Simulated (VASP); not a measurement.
# Al2Cu (Pmmn) in VASP: relaxation of cell and atoms with PBE

Aim: the relaxation of cell and atoms of Al2Cu with PBE.

Program: VASP 6.6.1. These are calculated values, not measurements. Logs are shortened: lines on timing, memory, paths and dates and some standing lists are left out, and cuts for length are marked.

### 1 The cell of the first run

It takes space group Pmmn (No. 59, orthorhombic). Conventional cell: a = 3.806 Å, b = 5.538 Å, c = 4.775 Å, α = 90.00°, β = 90.00°, γ = 90.00°. Al (site symmetry m) has 1 Al at 1.80 Å and 3 Cu at 2.11 to 2.45 Å within 2.5 Å. Cu (site symmetry mm2) has 6 Al at 2.11 to 2.45 Å within 2.8 Å.

The cell was built from a structure type or drawn by symmetry, and may not be a known phase.

### 2 Relaxation of cell and atoms, PBE

The input, INCAR:

```
SYSTEM = Al2Cu
PREC = Accurate
ENCUT = 600
EDIFF = 1E-7
ISMEAR = 0
SIGMA = 0.2
LREAL = .FALSE.
LASPH = .TRUE.
NELM = 80
ALGO = Normal
ISIF = 3
LWAVE = .FALSE.
LCHARG = .FALSE.
GGA = PE
IBRION = 2
NSW = 36
EDIFFG = -0.08
```

The input, KPOINTS:

```
Automatic mesh
0
G
  4 3 4
  0 0 0
```

The input, POSCAR:

```
Al2Cu
1.0
    3.8059194900      0.0000000000      0.0000000000
    0.0000000000      5.5377816800      0.0000000000
    0.0000000000      0.0000000000      4.7746695200
Al Cu
4 2
Direct
    0.0000000000      0.1627608200      0.3363568800
    0.0000000000      0.8372391800      0.3363568800
    0.5000000000      0.6627608200      0.6636431200
    0.5000000000      0.3372391800      0.6636431200
    0.0000000000      0.5000000000      0.6694314800
    0.5000000000      0.0000000000      0.3305685200
```

Potentials or basis: VASP PAW PBE potentials, release 64 (Al, Cu).

The run is started by

```bash
> cat potpaw_PBE.64/Al/POTCAR potpaw_PBE.64/Cu/POTCAR > POTCAR
> mpirun -np 1 vasp_std > vasp.out
```

OUTCAR:

```text
SYSTEM = Al2Cu
   PREC = Accurate
   ENCUT = 600
   EDIFF = 1E-7
   ISMEAR = 0
   LREAL = .FALSE.
   LASPH = .TRUE.
   NELM = 80
   ISIF = 3
   GGA = PE
   IBRION = 2
   NSW = 36
   EDIFFG = -0.08

 ion  position               nearest neighbor table
   1  0.000  0.163  0.336-   2 1.80   6 2.11   6 2.11   5 2.45   4 2.65   4 2.65
   2  0.000  0.837  0.336-   1 1.80   6 2.11   6 2.11   5 2.45   3 2.65   3 2.65
   3  0.500  0.663  0.664-   4 1.80   5 2.11   5 2.11   6 2.45   2 2.65   2 2.65
   4  0.500  0.337  0.664-   3 1.80   5 2.11   5 2.11   6 2.45   1 2.65   1 2.65
   5  0.000  0.500  0.669-   3 2.11   4 2.11   3 2.11   4 2.11   1 2.45   2 2.45
   6  0.500  0.000  0.331-   1 2.11   2 2.11   1 2.11   2 2.11   3 2.45   4 2.45

  LATTYP: Found a simple orthorhombic cell.
 ALAT       =     3.8059194900
 B/A-ratio  =     1.2545377096
 C/A-ratio  =     1.4550443578

  Lattice vectors:

 A1 = (  -3.8059194900,   0.0000000000,   0.0000000000)
 A2 = (   0.0000000000,   0.0000000000,   4.7746695200)
 A3 = (   0.0000000000,   5.5377816800,   0.0000000000)

Analysis of symmetry for initial positions (statically):
=====================================================================
 Subroutine PRICEL returns:
 Original cell was already a primitive cell.

 Routine SETGRP: Setting up the symmetry group for a
 simple orthorhombic supercell.

 Subroutine GETGRP returns: Found  8 space group operations
 (whereof  4 operations were pure point group operations)
 out of a pool of  8 trial point group operations.

The static configuration has the point symmetry C_2v.
 The point group associated with its full space group is D_2h.

Analysis of symmetry for dynamics (positions and initial velocities):
=====================================================================
 Subroutine PRICEL returns:
 Original cell was already a primitive cell.

 Routine SETGRP: Setting up the symmetry group for a
 simple orthorhombic supercell.

 Subroutine GETGRP returns: Found  8 space group operations
 (whereof  4 operations were pure point group operations)
 out of a pool of  8 trial point group operations.

The dynamic configuration has the point symmetry C_2v.
 The point group associated with its full space group is D_2h.

 Subroutine INISYM returns: Found  8 space group operations
 (whereof  4 operations are pure point group operations),
 and found     1 'primitive' translations

----------------------------------------------------------------------------------------

                                     Primitive cell

  volume of cell :     100.6326

  direct lattice vectors                    reciprocal lattice vectors
     3.805919490  0.000000000  0.000000000     0.262748595  0.000000000  0.000000000
     0.000000000  5.537781680  0.000000000     0.000000000  0.180577722  0.000000000
     0.000000000  0.000000000  4.774669520     0.000000000  0.000000000  0.209438579

  length of vectors
     3.805919490  5.537781680  4.774669520     0.262748595  0.180577722  0.209438579

  position of ions in fractional coordinates (direct lattice)
     0.000000000  0.162760820  0.336356880
     0.000000000  0.837239180  0.336356880
     0.500000000  0.662760820  0.663643120
     0.500000000  0.337239180  0.663643120
     0.000000000  0.500000000  0.669431480
     0.500000000  0.000000000  0.330568520

  ion indices of the primitive-cell ions
   primitive index   ion index
                 1           1
                 2           2
                 3           3
                 4           4
                 5           5
                 6           6

----------------------------------------------------------------------------------------

 KPOINTS: Automatic mesh

Automatic generation of k-mesh.
 Grid dimensions read from file:
 generate k-points for:    4    3    4

 Generating k-lattice:

  Cartesian coordinates                     Fractional coordinates (reciprocal lattice)
     0.065687149  0.000000000  0.000000000     0.250000000  0.000000000  0.000000000
     0.000000000  0.060192574  0.000000000     0.000000000  0.333333333  0.000000000
     0.000000000  0.000000000  0.052359645     0.000000000  0.000000000  0.250000000

  Length of vectors
     0.065687149  0.060192574  0.052359645

  Shift w.r.t. Gamma in fractional coordinates (k-lattice)
     0.000000000  0.000000000  0.000000000

 Subroutine IBZKPT returns following result:
 ===========================================

 Found     18 irreducible k-points:

 Following reciprocal coordinates:
            Coordinates               Weight
  0.000000  0.000000  0.000000      1.000000
  0.250000  0.000000  0.000000      2.000000
  0.500000  0.000000  0.000000      1.000000
  0.000000  0.333333  0.000000      2.000000
  0.250000  0.333333  0.000000      4.000000
  0.500000  0.333333  0.000000      2.000000
[... 10 lines left out ...]
  0.250000  0.333333  0.500000      4.000000
  0.500000  0.333333  0.500000      2.000000
   k-points           NKPTS =     18   k-points in BZ     NKDIM =     18   number of bands    NBANDS=     21
   number of dos      NEDOS =    301   number of ions     NIONS =      6
   total plane-waves  NPLWV =  57600
   dimension x,y,z NGX =    30 NGY =   48 NGZ =   40
   dimension x,y,z NGXF=    60 NGYF=   96 NGZF=   80
   ions per type =               4   2
   NGX,Y,Z   is equivalent  to a cutoff of  13.10, 14.41, 13.93 a.u.
   NGXF,Y,Z  is equivalent  to a cutoff of  26.21, 28.82, 27.85 a.u.
 SYSTEM =  Al2Cu
   PREC   = accura    normal or accurate (medium, high low for compatibility)
   ISTART =      0    job   : 0-new  1-cont  2-samecut
   ICHARG =      2    charge: 1-file 2-atom 10-const
   ISPIN  =      1    spin polarized calculation?
   LNONCOLLINEAR =      F non collinear calculations
   LSORBIT =      F    spin-orbit coupling
   LASPH  =      T    aspherical Exc in radial PAW
   ENCUT  =  600.0 eV  44.10 Ry    6.64 a.u.   7.60 11.06  9.54*2*pi/ulx,y,z
   NELM   =     80;   NELMIN=  2; NELMDL= -5     # of ELM steps
   EDIFF  = 0.1E-06   stopping-criterion for ELM
   LREAL  =      F    real-space projection
   EDIFFG = -.8E-01   stopping-criterion for IOM
   NSW    =     36    number of steps for IOM
   IBRION =      2    ionic relax: 0-MD 1-quasi-New 2-CG
   NFREE  =      1    steps in history (QN), initial steepest desc. (CG)
   ISIF   =      3    stress and relaxation
   ISYM   =      2    0-nonsym 1-usesym 2-fastsym
   POTIM  = 0.5000    time-step for ionic-motion
   TEBEG  =    0.0;   TEEND  =   0.0 temperature during run
   PSTRESS=    0.0 pullay stress
   NELECT =      34.0000    total number of electrons
   NUPDOWN=      -1.0000    fix difference up-down
   EMIN   =  10.00;   EMAX   =-10.00  energy-range for DOS
   EFERMI =   0.00;   METHOD = LEGACY
   ISMEAR =     0;   SIGMA  =   0.20  broadening in eV -4-tet -1-fermi 0-gaus
   EFERMI_NEDOS =   21; number of points for ismear=-14 and -15
   IALGO  =     38    algorithm
   IMIX   =      4    mixing-type and parameters
     AMIX     =   0.40;   BMIX     =  1.00
     AMIX_MAG =   1.60;   BMIX_MAG =  1.00
  volume/ion in A,a.u.               =      16.77       113.18
  Fermi-wavevector in a.u.,A,eV,Ry     =   1.140219  2.154701 17.688922  1.300099
  Thomas-Fermi vector in A             =   2.276921
   LORBIT       =      0    0 simple, 1 ext, 2 COOP (PROOUT), +10 PAW based schemes
   GGA     = PE    functional components
   LHFCALC =     F    Hartree Fock is set to
   AEXX    =    0.0000 exact exchange contribution
   IVDW    =     0    specifies the selected vdW correction
   LEPSILON=     F    determine dielectric tensor
   LRPA    =     F    only Hartree local field effects (RPA)
 conjugate gradient relaxation of ions
 non-spin polarized calculation
 Gauss-broadening in eV      SIGMA  =   0.20
  energy-cutoff  :      600.00
  volume of cell :      100.63
 maximum number of plane-waves:      3371
   NGX = 15   NGY = 23   NGZ = 19

--------------------------------------- Ionic step        1  -------------------------------------------

 number of electron      34.0000014 magnetization

 Free energy of the ion-electron system (eV)
  ---------------------------------------------------
  ext. energy  EPLUGINS =         0.00000000
  ---------------------------------------------------
  free energy    TOTEN  =        -9.55823613 eV

  energy without entropy =       -9.51096628  energy(sigma->0) =       -9.53460121

------------------------ aborting loop because EDIFF is reached ----------------------------------------

  FORCE on cell =-STRESS in cart. coord.  units (eV):
  Direction    XX          YY          ZZ          XY          YZ          ZX
  --------------------------------------------------------------------------------------
  -------------------------------------------------------------------------------------
  Total       39.3414160     64.4237261     -2.1066063      0.0000000      0.0000000      0.0000000
  in kB      626.3568419   1025.6936757    -33.5393938      0.0000000      0.0000000      0.0000000
  external PRESSURE =     539.5037079 kB  Pullay stress =       0.0000000 kB
[... 101 lines left out ...]
  FREE ENERGIE OF THE ION-ELECTRON SYSTEM (eV)
  ---------------------------------------------------
  free  energy   TOTEN  =       -16.5553549777 eV

  energy  without entropy=      -16.4927999741  energy(sigma->0) =      -16.52407748

 E-fermi :   3.7168     XC(G=0):  -8.8449

 val. band max:        3.6909672339   @ k =   0.2500   0.0000   0.0000
 cond. band min:       3.9683661696   @ k =   0.2500   0.3333   0.0000
 fundamental gap:      0.2773989357
 Fermi energy:         3.7168097184

 k-point     1 :       0.0000    0.0000    0.0000
  band No.  band energies     occupation
      1      -4.7903      2.00000
      2      -2.4635      2.00000
      3      -0.8743      2.00000
      4      -0.2773      2.00000
      5      -0.0484      2.00000
      6       0.1012      2.00000
[... 406 lines left out ...]
      5       0.0852      2.00000
      6       0.0852      2.00000
[... 13 lines left out ...]
     20       4.4580      0.00000
     21       7.1088      0.00000

 E-fermi :   5.2525     XC(G=0):  -9.6452

 val. band max:        5.2025891998   @ k =   0.0000   0.3333   0.0000
 cond. band min:       5.2987027971   @ k =   0.2500   0.0000   0.2500
 fundamental gap:      0.0961135973
 Fermi energy:         5.2525038511

 k-point     1 :       0.0000    0.0000    0.0000
  band No.  band energies     occupation
      1      -3.9228      2.00000
      2      -0.5419      2.00000
      3      -0.4155      2.00000
      4       1.1629      2.00000
      5       1.1800      2.00000
      6       1.2125      2.00000
[... 406 lines left out ...]
      5       0.7340      2.00000
      6       0.7340      2.00000
[... 13 lines left out ...]
     20       6.7302      0.00000
     21       8.4270      0.00000

[... ionic steps 4 to 23 ...]

--------------------------------------- Ionic step       24  -------------------------------------------

 number of electron      34.0000011 magnetization

------------------------ aborting loop because EDIFF is reached ----------------------------------------

  FORCE on cell =-STRESS in cart. coord.  units (eV):
  Direction    XX          YY          ZZ          XY          YZ          ZX
  --------------------------------------------------------------------------------------
  -------------------------------------------------------------------------------------
  Total        0.1841603      0.0634985      0.5408286      0.0000000      0.0000000      0.0000000
  in kB        3.0610631      1.0554549      8.9895077      0.0000000      0.0000000      0.0000000
  external PRESSURE =       4.3686752 kB  Pullay stress =       0.0000000 kB
[... 65 lines left out ...]
  energy  without entropy=      -23.5306047682  energy(sigma->0) =      -23.53351630

--------------------------------------- Ionic step       26  -------------------------------------------

 number of electron      34.0000010 magnetization

 Free energy of the ion-electron system (eV)
  ---------------------------------------------------
  ext. energy  EPLUGINS =         0.00000000
  ---------------------------------------------------
  free energy    TOTEN  =       -23.53980443 eV

  energy without entropy =      -23.53400853  energy(sigma->0) =      -23.53690648

 E-fermi :   7.0209     XC(G=0): -10.4133

 val. band max:        7.0177489593   @ k =   0.5000   0.0000   0.5000
 cond. band min:       7.3977390883   @ k =   0.0000   0.3333   0.0000
 fundamental gap:      0.3799901290
 Fermi energy:         7.0208584189

 k-point     1 :       0.0000    0.0000    0.0000
  band No.  band energies     occupation
      1      -3.2156      2.00000
      2       0.4551      2.00000
      3       1.1138      2.00000
      4       1.9462      2.00000
      5       2.3967      2.00000
      6       2.4072      2.00000
[... 454 lines left out ...]
  FREE ENERGIE OF THE ION-ELECTRON SYSTEM (eV)
  ---------------------------------------------------
  free  energy   TOTEN  =       -23.5398044337 eV

  energy  without entropy=      -23.5340085327  energy(sigma->0) =      -23.53690648

 reached required accuracy - stopping structural energy minimisation
```

It took 16 min on 1 thread of Intel Xeon Platinum 8488C (Sapphire Rapids), shared host; peak memory 0.25 GiB.

Results:

* Free energy: -23.5398 eV
* Relaxed volume: 16.08 Å³/atom
* Relaxed cell: a = 4.033 Å, b = 5.946 Å, c = 4.024 Å, α = 90.00°, β = 90.00°, γ = 90.00°
* Space group after relaxing (to 0.1 Å): I4/mmm (No. 139)
* Energy gained by relaxing: 2330.3 meV/atom
* Ionic steps: 26
* Pressure after relaxing: 0.3 GPa
* Largest force after relaxing: 0.065 eV/Å
* Band gap on the k mesh: zero (bands 17 and 18 overlap by 4.16 eV)

Forces on the atoms (eV/Å):
```
Al   0.000  0.034 -0.055
Al   0.000 -0.034 -0.055
Al   0.000  0.034  0.055
Al   0.000 -0.034  0.055
Cu   0.000  0.000  0.041
Cu   0.000  0.000 -0.041
```

The path:
| step | energy change (eV) | largest force (eV/Å) | pressure (GPa) | volume (Å³) |
| --- | --- | --- | --- | --- |
| 1 | 0.0000 | 16.6751 | 53.95 | 100.63 |
| 2 | -6.5774 | 1.5165 | -5.59 | 197.68 |
| 3 | -6.9971 | 1.3748 | -5.90 | 189.83 |
| 4 | -7.4036 | 1.2574 | -6.27 | 182.60 |
| 5 | -10.3725 | 1.5305 | -5.36 | 138.88 |
| 6 | -11.2656 | 1.5193 | 2.28 | 119.06 |
| 7 | -11.2623 | 1.5465 | 0.33 | 121.80 |
| 8 | -11.2728 | 1.5317 | 1.23 | 120.47 |
| 9 | -11.6518 | 0.8688 | -3.25 | 123.34 |
| 10 | -11.7873 | 0.3941 | -8.20 | 128.37 |
| 11 | -12.0284 | 0.5082 | -8.37 | 125.21 |
| 12 | -12.7501 | 0.8691 | -7.99 | 115.94 |
| 13 | -13.3695 | 1.2887 | 1.02 | 98.34 |
| 14 | -13.3925 | 1.1979 | -3.98 | 104.25 |
| 15 | -13.4277 | 1.2241 | -2.51 | 102.17 |
| 16 | -13.6265 | 0.9090 | -1.26 | 99.56 |
| 17 | -13.7431 | 0.5390 | 1.44 | 95.98 |
| 18 | -13.7437 | 0.5117 | 1.77 | 95.64 |
| 19 | -13.8146 | 0.3718 | 0.34 | 96.86 |
| 20 | -13.8868 | 0.2298 | -2.97 | 100.35 |
| 21 | -13.9215 | 0.2816 | -2.51 | 99.76 |
| 22 | -13.9384 | 0.3451 | -1.93 | 99.05 |
| 23 | -13.9626 | 0.2557 | -0.99 | 97.94 |
| 24 | -13.9779 | 0.1316 | 0.44 | 96.39 |
| 25 | -13.9782 | 0.1128 | 0.70 | 96.14 |
| 26 | -13.9816 | 0.0651 | 0.30 | 96.50 |

Final structure:
```
Al Cu
1.0
     4.03320    0.00000    0.00000
     0.00000    5.94636    0.00000
     0.00000    0.00000    4.02360
Al Cu
4 2
Direct
  0.00000 0.24897 0.25133
  0.00000 0.75103 0.25133
  0.50000 0.74897 0.74867
  0.50000 0.25103 0.74867
  0.00000 0.50000 0.74972
  0.50000 0.00000 0.25028
```

Caveat: the k points lie up to 0.39 Å⁻¹ apart in the final cell, too coarse for converged energies and pressures of a metal; a cell axis changed by over 15 % at a fixed basis, so the end point is rough; the relaxation stopped at a loose force limit of 0.08 eV/Å, so its end isn't a converged minimum.
